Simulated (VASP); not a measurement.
Input of a VASP 6.6.1 run:

Contents of INCAR:

```
  ALGO = Normal
  EDIFF = 1E-6
  ENCUT = 520
  GGA = RE
  ISIF = 2
  ISMEAR = -1
  LASPH = True
  LCHARG = False
  LREAL = False
  LWAVE = False
  NBANDS = 8
  NELM = 100
  PREC = Accurate
  SIGMA = 0.1
```

KPOINTS

```
k-points
0
Gamma
  16 16 16
```

POSCAR

```
Si
1.0
   -1.4804976784      1.4804976784      1.4804976784
    1.4804976784     -1.4804976784      1.4804976784
    1.4804976784      1.4804976784     -1.4804976784
Si
1
Direct
    0.0000000000      0.0000000000      0.0000000000
```

Potentials or basis: VASP PAW PBE potentials, release 64 (Si).

Command:

```sh
$ cat potpaw_PBE.64/Si/POTCAR > POTCAR
$ mpirun -np 1 vasp_std > vasp.out
```

**Question.** Estimate the pressure.

**Answer.** 15.3 GPa.

**Question.** Estimate the band gap on the k mesh.

**Answer.** Zero (band 2 reaches 24.63 eV, above the bottom of band 3 at 7.28 eV).

Caveat: the PAW data sets were made with another functional, which shifts forces and pressure a little.
